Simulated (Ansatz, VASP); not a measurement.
One calculation of Mn3Si, two programs

```
CELL_PARAMETERS angstrom
0.00000 2.86100 2.86100
2.86100 0.00000 2.86100
2.86100 2.86100 0.00000
ATOMIC_POSITIONS crystal
Mn 0.50000 0.50000 0.50000
Mn 0.25000 0.25000 0.25000
Mn 0.75000 0.75000 0.75000
Si 0.00000 0.00000 0.00000
```

Alike in both runs: task single point; functional LDA; k mesh 10 × 10 × 10; occupations fermi-dirac, width 0.05 eV; non-collinear spin.

|  | VASP | Ansatz |
| --- | --- | --- |
| version | VASP 6.6.1 | Ansatz 0.2.0 |
| potentials or method | VASP PAW LDA potentials, release 64 (Mn_pv, Si), cutoff 520 eV | all-electron LAPW, scalar-relativistic |

Ansatz gave:

- net moment per atom (μB): 0.26
- size of the moment on the site where the two differ most (μB): 2.24

Question: Estimate VASP's values.

Answer: net moment per atom (μB): 0.27; size of the moment on the site where the two differ most (μB): 2.29.

LDA's correlation is that of Perdew and Zunger in VASP and of Perdew and Wang (1992) in Ansatz. Site moments also hang on the region over which each program counts them. Ansatz ran all-electron here, and VASP with PAW potentials. Ansatz's warnings: seeded moment not kept.
